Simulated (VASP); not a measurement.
Write the native input for VASP 6.6.1 that does the following.

| Property | Result |
| --- | --- |
| Task | relaxation of the atoms |
| Functional | PBE |
| Potentials or basis | VASP PAW PBE potentials, release 64 (Al) |
| Cutoff | 520 eV |
| k mesh | 14 × 14 × 1 |
| Occupations | fermi-dirac, width 0.08 eV |
| Spin | no spin polarisation |
| Dipole correction | yes |
| Further INCAR settings | ALGO = Normal; EDIFF = 1e-07; IBRION = 2; EDIFFG = -0.01; NSW = 60 |

The structure of Al lies in POSCAR:

```
Al
1.0
    2.8574853682      0.0000000000      0.0000000000
    0.0000000000      2.8574853682      0.0000000000
    0.0000000000      0.0000000000     24.0822000000
Al
5
Direct
    0.0000000000      0.0000000000      0.3321957895
    0.5000000000      0.5000000000      0.4160978945
    0.0000000000      0.0000000000      0.5000000000
    0.5000000000      0.5000000000      0.5839021055
    0.0000000000      0.0000000000      0.6678042105
```

One way to write it, as run:

INCAR

```
ALGO     = Normal         # electronic algorithm
DIPOL    = 0.5 0.5 0.500
EDIFF    = 1E-7           # SCF threshold, eV
EDIFFG   = -0.01          # ionic threshold
ENCUT    = 520            # plane-wave cutoff, eV
GGA      = PE             # functional
IBRION   = 2              # ionic algorithm
IDIPOL   = 3            
ISIF     = 2              # what is computed and relaxed
ISMEAR   = -1             # smearing method
LASPH    = True           # aspherical terms in the spheres
LCHARG   = False          # write CHGCAR
LDIPOL   = True         
LREAL    = False          # projectors in reciprocal space
LWAVE    = False          # write WAVECAR
NELM     = 100            # most SCF steps
NSW      = 60             # ionic steps
PREC     = Accurate       # precision mode
SIGMA    = 0.08           # smearing width, eV
```

KPOINTS

```
k-points
0
Gamma
  14 14 1
```

Potentials or basis: VASP PAW PBE potentials, release 64 (Al).

Launch:

```console
$ cat potpaw_PBE.64/Al/POTCAR > POTCAR
$ mpirun -np 1 vasp_std > vasp.out
```

Results of the run:

* Energy gained by relaxing: 1.2 meV/atom
* Ionic steps: 8
* Largest force after relaxing: 0.005 eV/Å
* Band gap on the k mesh: zero (an odd number of electrons rules out a gap without spin polarisation)

It took 7.8 min on 1 thread of Intel(R) Xeon(R) Platinum 8259CL CPU @ 2.50GHz (Skylake/Cascade Lake), on a shared host, peak memory 0.34 GiB.
